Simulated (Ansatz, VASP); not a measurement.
# CsCl: VASP beside Ansatz

```
Cs Cl
1.0
     4.06534   -0.01016   -0.01016
    -0.01016    4.06534   -0.01016
    -0.01016   -0.01016    4.06534
Cs Cl
1 1
Direct
  0.00000 0.00000 0.00000
  0.50000 0.50000 0.50000
```

Change from the starting cell: equal xy, yz and zx engineering shears of -0.5 %.

Alike in both runs: functional PBEsol; k mesh 6 × 6 × 6; no spin polarisation.

Ansatz relaxed the structure, and its values are those at the end. VASP's run is a single point on that final structure, the one shown.

|  | VASP | Ansatz |
| --- | --- | --- |
| version | VASP 6.6.1 | Ansatz 0.2.0 |
| potentials or method | VASP PAW PBE potentials, release 64 (Cs_sv, Cl), cutoff 500 eV | all-electron LAPW, scalar-relativistic |
| occupations | gaussian, width 0.01 eV | fixed |

```tsv
	VASP	Ansatz	Ansatz less VASP
gap on the k mesh at the Fermi level (eV)	5.21	5.22	+0.014
pressure (GPa)	0.1	0.0	-0.04
```

VASP's potentials were made for PBE, not for PBEsol. Ansatz ran all-electron here, and VASP with PAW potentials.

Spin-orbit coupling is off throughout.
